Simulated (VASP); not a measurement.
A run of VASP 6.6.1:

The input INCAR:

```
SYSTEM = Zr
PREC     = Accurate       ! precision mode
ENCUT    = 400            ! plane-wave cutoff, eV
EDIFF    = 1E-6           ! SCF threshold, eV
ISMEAR   = 0              ! smearing method
SIGMA    = 0.1            ! smearing width, eV
LREAL    = Auto         
LASPH    = .TRUE.         ! aspherical terms in the spheres
NELM     = 120            ! most SCF steps
ALGO     = Normal         ! electronic algorithm
ISIF     = 2              ! what is computed and relaxed
LWAVE    = .FALSE.        ! write WAVECAR
LCHARG   = .FALSE.        ! write CHGCAR
GGA      = PE             ! functional
NBANDS   = 207            ! bands
GGA_COMPAT= .FALSE.
```

KPOINTS

```
regular mesh
0
G
  4 4 4
  0 0 0
```

Contents of POSCAR:

```
Zr
1.0
    7.1491238939      7.1491238939      0.0000000000
    7.1491238939      0.0000000000     -7.1491238939
    0.0000000000      7.1491238939     -7.1491238939
Zr
31
Direct
    0.1150432092      0.6150432092      0.6150432092
    0.2500000000      0.7500000000      0.7500000000
    0.3663283366      0.8663283366      0.8663283366
    0.0000000000      0.5000000000      0.0000000000
    0.1150432092      0.6150432092      0.1548703724
    0.2699935395      0.7699935395      0.2300064605
    0.3663283366      0.8663283366      0.4010149903
    0.0000000000      0.0000000000      0.5000000000
    0.1150432092      0.1548703724      0.6150432092
    0.2699935395      0.2300064605      0.7699935395
    0.3663283366      0.4010149903      0.8663283366
    0.0000000000      0.0000000000      0.0000000000
    0.0989850097      0.1336716634      0.1336716634
    0.2699935395      0.2300064605      0.2300064605
    0.3451296276      0.3849567908      0.3849567908
    0.5000000000      0.5000000000      0.5000000000
    0.6548703724      0.6150432092      0.6150432092
    0.7300064605      0.7699935395      0.7699935395
    0.9010149903      0.8663283366      0.8663283366
    0.5000000000      0.5000000000      0.0000000000
    0.6336716634      0.5989850097      0.1336716634
    0.7300064605      0.7699935395      0.2300064605
    0.8849567908      0.8451296276      0.3849567908
    0.5000000000      0.0000000000      0.5000000000
    0.6336716634      0.1336716634      0.5989850097
    0.7300064605      0.2300064605      0.7699935395
    0.8849567908      0.3849567908      0.8451296276
    0.5000000000      0.0000000000      0.0000000000
    0.6336716634      0.1336716634      0.1336716634
    0.7500000000      0.2500000000      0.2500000000
    0.8849567908      0.3849567908      0.3849567908
```

Potentials or basis: VASP PAW PBE potentials, release 64 (Zr_sv).

Launch:

```sh
$ cat potpaw_PBE.64/Zr_sv/POTCAR > POTCAR
$ mpirun -np 1 vasp_std > vasp.out
```

Hardware: 1 thread of Intel(R) Xeon(R) Platinum 8488C (Sapphire Rapids), on a shared host.

Q: How long does it take, and how much memory?

A: Wall time 51 min on 1 thread of Intel(R) Xeon(R) Platinum 8488C (Sapphire Rapids), with other jobs on the host, peak memory 0.97 GiB. Counts: scf iterations 19, k points 8.
